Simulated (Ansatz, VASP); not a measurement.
**NbRu3 in VASP and in Ansatz**

```
Nb Ru
1.0
     3.80079    0.00000    0.00000
     0.00000    3.80079    0.00000
     0.00000    0.00000    3.80079
Nb Ru
1 3
Direct
  0.00000 0.00000 0.00000
  0.00000 0.50000 0.50000
  0.50000 0.00000 0.50000
  0.50000 0.50000 0.00000
```

Change from the starting cell: volume scaled by 0.94.

Alike in both runs: task single point; functional LDA; k mesh 9 × 9 × 9; occupations fermi-dirac, width 0.05 eV; no spin polarisation.

|  | VASP | Ansatz |
| --- | --- | --- |
| version | VASP 6.6.1 | Ansatz 0.2.0 |
| potentials or method | VASP PAW LDA potentials, release 64 (Nb_sv, Ru_pv), cutoff 520 eV | all-electron LAPW, scalar-relativistic |

Ansatz gave:

| Item | Value |
| --- | --- |
| pressure (GPa) | 7.0 |

Task: Estimate VASP's values.

Result: Pressure (GPa): 7.6.

LDA's correlation is that of Perdew and Zunger in VASP and of Perdew and Wang (1992) in Ansatz. Ansatz ran all-electron here, and VASP with PAW potentials.
